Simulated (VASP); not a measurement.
# ZnS (I-4m2) in VASP: a series of runs, part 2 of 2

VASP 6.6.1.

### 3 Single point, PBE (strain -0.015 along x and y, -0.030 along z)

Contents of INCAR:

```
PREC = Accurate
ENCUT = 520
EDIFF = 1E-6
ISMEAR = 0
SIGMA = 0.05
LREAL = False
LASPH = True
NELM = 80
ALGO = Normal
ISIF = 2
LWAVE = False
LCHARG = False
GGA = PE
NBANDS = 16
```

Contents of KPOINTS:

```
regular mesh
0
Gamma
  8 8 8
```

Contents of POSCAR:

```
ZnS
1.0
    0.0000000000      2.6807405248      2.6399170651
    2.6807405248      0.0000000000      2.6399170651
    2.6807405248      2.6807405248      0.0000000000
Zn S
1 1
Direct
    0.0000000000      0.0000000000      0.0000000000
    0.7500000000      0.7500000000      0.7500000000
```

Potentials or basis: VASP PAW PBE potentials, release 64 (Zn, S).

Launch:

```console
> cat potpaw_PBE.64/Zn/POTCAR potpaw_PBE.64/S/POTCAR > POTCAR
> mpirun -np 1 vasp_std > vasp.out
```

OUTCAR:

```text
PREC = Accurate
   ENCUT = 520
   EDIFF = 1E-6
   ISMEAR = 0
   LREAL = False
   LASPH = True
   NELM = 80
   ISIF = 2
   GGA = PE

 ion  position               nearest neighbor table
   1  0.000  0.000  0.000-   2 2.31   2 2.31   2 2.31   2 2.31
   2  0.750  0.750  0.750-   1 2.31   1 2.31   1 2.31   1 2.31

  LATTYP: Found a body centered tetragonal cell.
 ALAT       =     3.7911396074
 C/A-ratio  =     1.3926773153

  Lattice vectors:

 A1 = (   0.0000000000,  -2.6807405248,  -2.6399170651)
 A2 = (   0.0000000000,   2.6807405248,  -2.6399170651)
 A3 = (   2.6807405248,   0.0000000000,   2.6399170651)

Analysis of symmetry for initial positions (statically):
=====================================================================
 Subroutine PRICEL returns:
 Original cell was already a primitive cell.

 Routine SETGRP: Setting up the symmetry group for a
 body centered tetragonal supercell.

 Subroutine GETGRP returns: Found  8 space group operations
 (whereof  8 operations were pure point group operations)
 out of a pool of 16 trial point group operations.

The static configuration has the point symmetry D_2d.

Analysis of symmetry for dynamics (positions and initial velocities):
=====================================================================
 Subroutine PRICEL returns:
 Original cell was already a primitive cell.

 Routine SETGRP: Setting up the symmetry group for a
 body centered tetragonal supercell.

 Subroutine GETGRP returns: Found  8 space group operations
 (whereof  8 operations were pure point group operations)
 out of a pool of 16 trial point group operations.

The dynamic configuration has the point symmetry D_2d.

 Subroutine INISYM returns: Found  8 space group operations
 (whereof  8 operations are pure point group operations),
 and found     1 'primitive' translations

----------------------------------------------------------------------------------------

                                     Primitive cell

  volume of cell :      37.9428

  direct lattice vectors                    reciprocal lattice vectors
     0.000000000  2.680740525  2.639917065    -0.186515627  0.186515627  0.189399889
     2.680740525  0.000000000  2.639917065     0.186515627 -0.186515627  0.189399889
     2.680740525  2.680740525  0.000000000     0.186515627  0.186515627 -0.189399889

  length of vectors
     3.762383802  3.762383802  3.791139607     0.324728312  0.324728312  0.324728312

  position of ions in fractional coordinates (direct lattice)
     0.000000000  0.000000000  0.000000000
     0.750000000  0.750000000  0.750000000

  ion indices of the primitive-cell ions
   primitive index   ion index
                 1           1
                 2           2

----------------------------------------------------------------------------------------

 KPOINTS: regular mesh

Automatic generation of k-mesh.
 Grid dimensions read from file:
 generate k-points for:    8    8    8

 Generating k-lattice:

  Cartesian coordinates                     Fractional coordinates (reciprocal lattice)
    -0.023314453  0.023314453  0.023674986     0.125000000  0.000000000  0.000000000
     0.023314453 -0.023314453  0.023674986     0.000000000  0.125000000  0.000000000
     0.023314453  0.023314453 -0.023674986    -0.000000000 -0.000000000  0.125000000

  Length of vectors
     0.040591039  0.040591039  0.040591039

  Shift w.r.t. Gamma in fractional coordinates (k-lattice)
     0.000000000  0.000000000  0.000000000

 Subroutine IBZKPT returns following result:
 ===========================================

 Found     59 irreducible k-points:

 Following reciprocal coordinates:
            Coordinates               Weight
  0.000000  0.000000  0.000000      1.000000
  0.125000 -0.000000  0.000000      8.000000
  0.250000 -0.000000  0.000000      8.000000
  0.375000 -0.000000  0.000000      8.000000
  0.500000 -0.000000  0.000000      4.000000
  0.125000  0.125000  0.000000      2.000000
[... 16 lines left out ...]
  0.250000 -0.000000  0.125000     16.000000
  0.375000 -0.000000  0.125000     16.000000
 [... further k-points ...]
   k-points           NKPTS =     59   k-points in BZ     NKDIM =     59   number of bands    NBANDS=     16
   number of dos      NEDOS =    301   number of ions     NIONS =      2
   total plane-waves  NPLWV =  21952
   dimension x,y,z NGX =    28 NGY =   28 NGZ =   28
   dimension x,y,z NGXF=    56 NGYF=   56 NGZF=   56
   ions per type =               1   1
   NGX,Y,Z   is equivalent  to a cutoff of  12.37, 12.37, 12.28 a.u.
   NGXF,Y,Z  is equivalent  to a cutoff of  24.74, 24.74, 24.56 a.u.
 SYSTEM =  unknown system
   PREC   = accura    normal or accurate (medium, high low for compatibility)
   ISTART =      0    job   : 0-new  1-cont  2-samecut
   ICHARG =      2    charge: 1-file 2-atom 10-const
   ISPIN  =      1    spin polarized calculation?
   LNONCOLLINEAR =      F non collinear calculations
   LSORBIT =      F    spin-orbit coupling
   LASPH  =      T    aspherical Exc in radial PAW
   ENCUT  =  520.0 eV  38.22 Ry    6.18 a.u.   7.00  7.00  7.05*2*pi/ulx,y,z
   NELM   =     80;   NELMIN=  2; NELMDL= -5     # of ELM steps
   EDIFF  = 0.1E-05   stopping-criterion for ELM
   LREAL  =      F    real-space projection
   EDIFFG = 0.1E-04   stopping-criterion for IOM
   NSW    =      0    number of steps for IOM
   IBRION =     -1    ionic relax: 0-MD 1-quasi-New 2-CG
   NFREE  =      0    steps in history (QN), initial steepest desc. (CG)
   ISIF   =      2    stress and relaxation
   ISYM   =      2    0-nonsym 1-usesym 2-fastsym
   POTIM  = 0.5000    time-step for ionic-motion
   TEBEG  =    0.0;   TEEND  =   0.0 temperature during run
   PSTRESS=    0.0 pullay stress
   NELECT =      18.0000    total number of electrons
   NUPDOWN=      -1.0000    fix difference up-down
   EMIN   =  10.00;   EMAX   =-10.00  energy-range for DOS
   EFERMI =   0.00;   METHOD = LEGACY
   ISMEAR =     0;   SIGMA  =   0.05  broadening in eV -4-tet -1-fermi 0-gaus
   EFERMI_NEDOS =   21; number of points for ismear=-14 and -15
   IALGO  =     38    algorithm
   IMIX   =      4    mixing-type and parameters
     AMIX     =   0.40;   BMIX     =  1.00
     AMIX_MAG =   1.60;   BMIX_MAG =  1.00
  volume/ion in A,a.u.               =      18.97       128.03
  Fermi-wavevector in a.u.,A,eV,Ry     =   1.276799  2.412799 22.180416  1.630215
  Thomas-Fermi vector in A             =   2.409434
   LORBIT       =      0    0 simple, 1 ext, 2 COOP (PROOUT), +10 PAW based schemes
   GGA     = PE    functional components
   LHFCALC =     F    Hartree Fock is set to
   AEXX    =    0.0000 exact exchange contribution
   IVDW    =     0    specifies the selected vdW correction
   LEPSILON=     F    determine dielectric tensor
   LRPA    =     F    only Hartree local field effects (RPA)
 non-spin polarized calculation
 Gauss-broadening in eV      SIGMA  =   0.05
  energy-cutoff  :      520.00
  volume of cell :       37.94
 maximum number of plane-waves:      1032
   NGX = 13   NGY = 13   NGZ = 15

 number of electron      18.0000017 magnetization

 Free energy of the ion-electron system (eV)
  ---------------------------------------------------
  ext. energy  EPLUGINS =         0.00000000
  ---------------------------------------------------
  free energy    TOTEN  =        -6.81460508 eV

  energy without entropy =       -6.81460508  energy(sigma->0) =       -6.81460508

 E-fermi :   2.7532     XC(G=0):  -9.8155

 val. band max:        2.5152698719   @ k =   0.0000   0.0000   0.0000
 cond. band min:       4.7663989429   @ k =   0.0000   0.0000   0.0000
 fundamental gap:      2.2511290710
 Fermi energy:         2.7532264204

 k-point     1 :       0.0000    0.0000    0.0000
  band No.  band energies     occupation
      1     -10.9403      2.00000
      2      -4.0262      2.00000
      3      -4.0261      2.00000
      4      -4.0168      2.00000
      5      -3.4804      2.00000
      6      -3.4750      2.00000
[... 8 lines left out ...]
     15      14.3952      0.00000
     16      14.5855      0.00000

 k-point     2 :       0.1250   -0.0000    0.0000
  band No.  band energies     occupation
      1     -10.8154      2.00000
      2      -4.0260      2.00000
      3      -4.0038      2.00000
      4      -3.9961      2.00000
      5      -3.4818      2.00000
      6      -3.4775      2.00000
[... 8 lines left out ...]
     15      13.7696      0.00000
     16      15.3483      0.00000
[... 387 lines left out ...]
      5      -3.5067      2.00000
      6      -3.4538      2.00000
[... 8 lines left out ...]
     15      14.4955      0.00000
     16      16.3501      0.00000

 k-point    24 :       0.3750   -0.0000    0.1250
  band No.  band energies     occupation
      1     -10.1504      2.00000
      2      -3.9595      2.00000
      3      -3.8791      2.00000
      4      -3.8331      2.00000
      5      -3.4793      2.00000
      6      -3.4414      2.00000
[... 8 lines left out ...]
     15      15.2395      0.00000
     16      15.7083      0.00000

 [... further k-points ...]
[... 5 lines left out ...]
  --------------------------------------------------------------------------------------
  -------------------------------------------------------------------------------------
  Total        1.1450598      1.1450598      1.2805522      0.0000000      0.0000000      0.0000000
  in kB       48.3513858     48.3513858     54.0726982      0.0000000      0.0000000      0.0000000
  external PRESSURE =      50.2584899 kB  Pullay stress =       0.0000000 kB

 VOLUME and BASIS-vectors are now :
 -----------------------------------------------------------------------------
  energy-cutoff  :      520.00
  volume of cell :       37.94
      direct lattice vectors                 reciprocal lattice vectors
     0.000000000  2.680740525  2.639917065    -0.186515627  0.186515627  0.189399889
     2.680740525  0.000000000  2.639917065     0.186515627 -0.186515627  0.189399889
     2.680740525  2.680740525  0.000000000     0.186515627  0.186515627 -0.189399889

 POSITION                                       TOTAL-FORCE (eV/Angst)
 -----------------------------------------------------------------------------------
      0.00000      0.00000      0.00000         0.000000      0.000000      0.000000
      4.02111      4.02111      3.95988        -0.000000     -0.000000     -0.000000
 -----------------------------------------------------------------------------------
    total drift:                               -0.000002     -0.000002     -0.000002

  FREE ENERGIE OF THE ION-ELECTRON SYSTEM (eV)
  ---------------------------------------------------
  free  energy   TOTEN  =        -6.8146050765 eV

  energy  without entropy=       -6.8146050765  energy(sigma->0) =       -6.81460508
```

OSZICAR:

```text
N       E                     dE             d eps       ncg     rms          rms(c)
DAV:   1     0.899750702785E+02    0.89975E+02   -0.89039E+03  1896   0.136E+03
DAV:   2    -0.149289287294E+01   -0.91468E+02   -0.85295E+02  2160   0.260E+02
DAV:   3    -0.718406210414E+01   -0.56912E+01   -0.56679E+01  2328   0.637E+01
DAV:   4    -0.724414791125E+01   -0.60086E-01   -0.60073E-01  2360   0.680E+00
DAV:   5    -0.724484036732E+01   -0.69246E-03   -0.69244E-03  2408   0.694E-01    0.741E+00
DAV:   6    -0.683698521850E+01    0.40786E+00   -0.74016E-01  2832   0.307E+01    0.574E+00
DAV:   7    -0.681501302624E+01    0.21972E-01   -0.26269E-01  2320   0.473E+00    0.287E+00
DAV:   8    -0.681426503184E+01    0.74799E-03   -0.55351E-03  2488   0.103E+00    0.755E-01
DAV:   9    -0.681444965768E+01   -0.18463E-03   -0.13670E-03  2384   0.289E-01    0.921E-02
DAV:  10    -0.681460323960E+01   -0.15358E-03   -0.20160E-04  2264   0.103E-01    0.318E-02
DAV:  11    -0.681460438205E+01   -0.11424E-05   -0.30261E-05  2360   0.416E-02    0.777E-03
DAV:  12    -0.681460507650E+01   -0.69445E-06   -0.39131E-06  2352   0.125E-02
   1 F= -.68146051E+01 E0= -.68146051E+01  d E =-.802893E-14
```

stdout:

```text
POSCAR found type information on POSCAR ZnS
 POSCAR found :  2 types and       2 ions
 scaLAPACK will be used
 LDA part: xc-table for (Slater+PW92), standard interpolation
 POSCAR, INCAR and KPOINTS ok, starting setup
 FFT: planning ... GRIDC
 FFT: planning ... GRID_SOFT
 FFT: planning ... GRID
 WAVECAR not read
 entering main loop
```

It took 13 s on 1 thread of Intel Xeon 6975P-C (Granite Rapids), shared host; peak memory 0.17 GiB.

What came out:

```
Free energy            : -6.8146 eV
Pressure               : 5.0 GPa
Band gap on the k mesh : 2.25 eV, direct
```

Caveat: the cell differs from its parent crystal (strain -0.015 along x and y, -0.030 along z).

### 4 Single point, PBE (strain -0.030 along x and y, +0.015 along z)

Contents of INCAR:

```
ALGO = Normal
EDIFF = 1E-6
ENCUT = 520
GGA = PE
ISIF = 2
ISMEAR = 0
LASPH = T
LCHARG = F
LREAL = F
LWAVE = F
NBANDS = 16
NELM = 80
PREC = Accurate
SIGMA = 0.05
```

Contents of KPOINTS:

```
k-points
0
Gamma
  8 8 8
```

Contents of POSCAR:

```
ZnS
1.0
    0.0000000000      2.6399170651      2.7623874444
    2.6399170651      0.0000000000      2.7623874444
    2.6399170651      2.6399170651      0.0000000000
Zn S
1 1
Direct
    0.0000000000      0.0000000000      0.0000000000
    0.7500000000      0.7500000000      0.7500000000
```

Launch:

```console
> cat potpaw_PBE.64/Zn/POTCAR potpaw_PBE.64/S/POTCAR > POTCAR
> mpirun -np 1 vasp_std > vasp.out
```

It took 14 s on 1 thread of Intel Xeon 6975P-C (Granite Rapids), shared host; peak memory 0.16 GiB.

Results (log left out):

```yaml
Free_energy: -6.8239 eV
Pressure: 3.7 GPa
Band_gap_on_the_k_mesh: 2.16 eV, direct
```

Stress tensor (GPa, compression positive):
```
4.34 0.00 0.00
0.00 4.34 0.00
0.00 0.00 2.40
```

Levels at points of the mesh, in eV from the valence-band top:
```tsv
k point	band 7	band 8	band 9	band 10	band 11	band 12
(0.00, 0.00, 0.00)	-0.18	0.00	0.00	2.16	6.33	6.34
(0.50, 0.00, 0.00)	-5.49	-1.09	-0.82	3.27	6.70	7.06
(0.50, 0.50, 0.00)	-4.88	-2.20	-2.20	3.47	4.31	10.75
(0.50, 0.00, 0.50)	-4.61	-2.49	-2.39	3.22	3.87	11.25
```

Caveat: the cell differs from its parent crystal (strain -0.030 along x and y, +0.015 along z).

### 5 Overview

| cell | gap on the mesh (eV) | pressure (GPa) |
| --- | --- | --- |
| a = 3.762, b = 3.762, c = 3.733 Å, angles 60.3, 60.3, 59.5°, 2 atoms | 2.34 | 6.4 |
| a = 3.762, b = 3.762, c = 3.791 Å, angles 59.7, 59.7, 60.5°, 2 atoms | 2.25 | 5.0 |
| a = 3.821, b = 3.821, c = 3.733 Å, angles 60.8, 60.8, 58.5°, 2 atoms | 2.16 | 3.7 |

Alike in all rows: task single point; level PBE; potentials or basis VASP PAW PBE potentials, release 64 (Zn, S); no spin polarisation; k mesh 8 × 8 × 8; cutoff (eV) 520; smearing gaussian 0.05 eV.

Total energies depend on the potentials used, so only differences within one code and one set of settings carry meaning.
